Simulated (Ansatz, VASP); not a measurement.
# Ba: VASP beside Ansatz

The input INCAR:

```
ALGO = Normal
EDIFF = 1E-7
ENCUT = 520
GGA = CA
ISIF = 2
ISMEAR = -1
LASPH = T
LCHARG = T
LELF = T
LREAL = F
LVHAR = T
LWAVE = F
NBANDS = 11
NELM = 80
PREC = Accurate
SIGMA = 0.05
```

Contents of KPOINTS:

```
k-points
0
Gamma
  11 11 11
```

File POSCAR:

```
Ba
1.0
   -1.9130122512      1.9130122512      1.9130122512
    1.9130122512     -1.9130122512      1.9130122512
    1.9130122512      1.9130122512     -1.9130122512
Ba
1
Direct
    0.0000000000      0.0000000000      0.0000000000
```

Input for Ansatz:

```yaml
crystal:
  lattice:
    - [-1.9130122512, 1.9130122512, 1.9130122512]
    - [1.9130122512, -1.9130122512, 1.9130122512]
    - [1.9130122512, 1.9130122512, -1.9130122512]
  atoms:
    - { symbol: Ba, position: [0.0, 0.0, 0.0] }
kpoints:
  mp_grid: { grid: [11, 11, 11] }
scf:
  occupations: { method: fermi_dirac, width: 0.05 }
hamiltonian:
  xc: lda
  pseudopotentials: { kind: all_electron, lapw: { basis_error: 0.001 } }
output:
  forces: true
  stress: true
  eigenvalues: true
  populations: true
```

Change from the starting cell: volume scaled by 0.52, LAPW.

Alike in both runs: task single point; functional LDA; k mesh 11 × 11 × 11; occupations fermi-dirac, width 0.05 eV; no spin polarisation.

|  | VASP | Ansatz |
| --- | --- | --- |
| version | VASP 6.6.1 | Ansatz 0.2.0 |
| potentials or method | VASP PAW LDA potentials, release 64 (Ba_sv), cutoff 520 eV | all-electron LAPW, scalar-relativistic |

```tsv
	VASP	Ansatz	Ansatz less VASP
pressure (GPa)	19.4	16.2	-3.24
```

LDA's correlation is that of Perdew and Zunger in VASP and of Perdew and Wang (1992) in Ansatz. Ansatz ran all-electron here, and VASP with PAW potentials.

Neither program's run includes spin-orbit coupling.
